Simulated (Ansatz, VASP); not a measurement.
# AlN: VASP beside Ansatz

File INCAR:

```
PREC = Accurate ; ENCUT = 520
EDIFF = 1E-6 ; ISMEAR = 0
SIGMA = 0.05 ; LREAL = False
LASPH = True ; NELM = 60
ALGO = Normal ; ISIF = 2
LWAVE = False ; LCHARG = True
GGA = CA ; LELF = True
LVHAR = True ; NBANDS = 11
```

Contents of KPOINTS:

```
regular mesh
0
Gamma
  10 10 10
```

File POSCAR:

```
AlN
1.0
    0.0000000000      2.1839935596      2.1839935596
    2.1839935596      0.0000000000      2.1839935596
    2.1839935596      2.1839935596      0.0000000000
Al N
1 1
Direct
    0.0297399711      0.0297399711      0.0297399711
    0.7500000000      0.7500000000      0.7500000000
```

Input for Ansatz:

```yaml
crystal:
  lattice:
    - [0.0, 2.1839935596, 2.1839935596]
    - [2.1839935596, 0.0, 2.1839935596]
    - [2.1839935596, 2.1839935596, 0.0]
  atoms:
    - { symbol: Al, position: [0.0297399711, 0.0297399711, 0.0297399711] }
    - { symbol: "N", position: [0.75, 0.75, 0.75] }
basis:
  ecutwfc: 420
kpoints:
  mp_grid: { grid: [10, 10, 10] }
hamiltonian:
  xc: lda
scf:
  occupations: { method: gaussian, width: 0.05 }
output:
  forces: true
  stress: true
  eigenvalues: true
```

Change from the starting cell: all Al atoms moved -0.225 Å, as atom 1 towards its neighbour atom 2 (N) at 1.891 Å.

Alike in both runs: task single point; functional LDA; k mesh 10 × 10 × 10; occupations gaussian, width 0.05 eV; no spin polarisation.

```csv
,VASP,Ansatz
version,VASP 6.6.1,Ansatz 0.2.0
potentials or method,"VASP PAW LDA potentials, release 64 (Al, N), cutoff 520 eV","scalar-relativistic, plane waves, PAW"
valence electrons in the cell,8,8
```

|  | VASP | Ansatz | Ansatz less VASP |
| --- | --- | --- | --- |
| gap on the k mesh at the Fermi level (eV) | 2.57 | 2.59 | +0.020 |
| least direct gap on the mesh (eV) | 3.47 | 3.47 | -0.007 |
| pressure (GPa) | 1.3 | 0.6 | -0.66 |
| traceless stress, the component that is largest in VASP (GPa) | -5.02 | -4.74 | +0.287 |
| rms of the force components (eV/Å) | 1.061 | 1.043 | -0.0173 |

LDA's correlation is that of Perdew and Zunger in VASP and of Perdew and Wang (1992) in Ansatz. Atom by atom the forces differ by 0.017 eV/Å (rms over components).
